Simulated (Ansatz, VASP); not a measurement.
## Two plane-wave programs on TaN

File INCAR:

```
SYSTEM = TaN
ALGO = Normal
EDIFF = 1E-6
ENCUT = 520
GGA = PS
ISIF = 2
ISMEAR = 0
LASPH = .True.
LCHARG = .True.
LELF = .True.
LREAL = .False.
LVHAR = .True.
LWAVE = .False.
NBANDS = 15
NELM = 100
PREC = Accurate
SIGMA = 0.15
```

The input KPOINTS:

```
k-points
0
Gamma
  18 18 16
  0 0 0
```

Contents of POSCAR:

```
TaN
1.0
    3.0337000000      0.0000000000      0.0000000000
   -1.5168500000      2.6272612675      0.0000000000
    0.0000000000      0.0000000000      2.8707423432
Ta N
1 1
Direct
    0.3333333333      0.6666666667      0.5000000000
    0.0000000000      0.0000000000      0.0000000000
```

Input for Ansatz:

```yaml
crystal:
  lattice:
    - [3.0337, 0.0, 0.0]
    - [-1.51685, 2.6272612675, 0.0]
    - [0.0, 0.0, 2.8707423432]
  atoms:
    - { symbol: Ta, position: [0.3333333333, 0.6666666667, 0.5] }
    - { symbol: "N", position: [0.0, 0.0, 0.0] }
basis:
  ecutwfc: 520.0
kpoints:
  mp_grid: { grid: [18, 18, 16] }
hamiltonian:
  xc: pbesol
scf:
  occupations: { method: gaussian, width: 0.15 }
output:
  forces: true
  stress: true
  eigenvalues: true
```

Alike in both runs: task single point; functional PBEsol; k mesh 18 × 18 × 16; occupations gaussian, width 0.15 eV; no spin polarisation.

```csv
,VASP,Ansatz
version,VASP 6.6.1,Ansatz 0.2.0
potentials or method,"VASP PAW PBE potentials, release 64 (Ta_pv, N), cutoff 520 eV","scalar-relativistic, plane waves, PAW"
valence electrons in the cell,16,18
```

Ansatz gave:

| Quantity | Value |
| --- | --- |
| gap on the k mesh at the Fermi level (eV) | none |
| pressure (GPa) | -21.7 |
| traceless stress, the component that is largest in VASP (GPa) | 12.22 |

Problem. Estimate VASP's values.

Solution. gap on the k mesh at the Fermi level (eV): none; pressure (GPa): -21.2; traceless stress, the component that is largest in VASP (GPa): 12.32.

VASP's potentials were made for PBE, not for PBEsol. A gap of «none» marks a metal or a gap that the smearing closes. VASP's potentials hold 16 valence electrons a cell and Ansatz's 18, so a difference there can come from the potentials and not from the codes.

Neither program's run includes spin-orbit coupling.
